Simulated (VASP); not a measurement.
GeRh, 8 atoms in the cell. Symmetry: P2_13, No. 198, cubic system. The conventional cell has a = 4.811 Å, b = 4.811 Å, c = 4.811 Å, α = 90.00°, β = 90.00°, γ = 90.00°. Within 3.2 Å of Ge (site symmetry 3) lie 7 Rh at 2.44 to 2.75 Å and 6 Ge at 2.99 Å. Within 3.2 Å of Rh (site symmetry 3) lie 7 Ge at 2.44 to 2.75 Å and 6 Rh at 2.95 Å. 

| Property | Result |
| --- | --- |
| Program | VASP 6.6.1 |
| Task | single point |
| Functional | LDA |
| Potentials or basis | VASP PAW LDA potentials, release 64 (Ge_d, Rh_pv) |
| Cutoff | 520 eV |
| k mesh | 8 × 8 × 8 |
| Occupations | gaussian, width 0.1 eV |
| Spin | no spin polarisation |
| Dipole correction | no |
| Further INCAR settings | ALGO = Normal; EDIFF = 1e-06; NBANDS = 68 |

Potentials or basis: VASP PAW LDA potentials, release 64 (Ge_d, Rh_pv).

Launch:

```bash
$ cat potpaw_LDA.64/Ge_d/POTCAR potpaw_LDA.64/Rh_pv/POTCAR > POTCAR
$ mpirun -np 1 vasp_std > vasp.out
```

Hardware: 1 thread of Intel Xeon 8259CL, on a shared host.

Estimate the wall time of this run.

It took 7.4 min on 1 thread of Intel Xeon 8259CL, on a shared host, peak memory 0.34 GiB. Counts: scf iterations 14, k points 45.
